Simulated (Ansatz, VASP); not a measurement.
CoO in VASP and in Ansatz

```
Co O
1.0
     0.00000    2.05090    2.05090
     2.05090    0.00000    2.05090
     2.05090    2.05090    0.00000
Co O
1 1
Direct
  0.00000 0.00000 0.00000
  0.50000 0.50000 0.50000
```

Alike in both runs: task single point; functional PBE; k mesh 14 × 14 × 14; occupations gaussian, width 0.05 eV; no spin polarisation.

```csv
,VASP,Ansatz
version,VASP 6.6.1,Ansatz 0.2.0
potentials or method,"VASP PAW PBE potentials, release 64 (Co, O), cutoff 520 eV","scalar-relativistic, plane waves, PAW"
valence electrons in the cell,15,23
```

```csv
,VASP,Ansatz,Ansatz less VASP
gap on the k mesh at the Fermi level (eV),none,none,-
pressure (GPa),0.1,0.0,-0.08
```

A gap of «none» marks a metal or a gap that the smearing closes. VASP's potentials hold 15 valence electrons a cell and Ansatz's 23, so a difference there can come from the potentials and not from the codes.
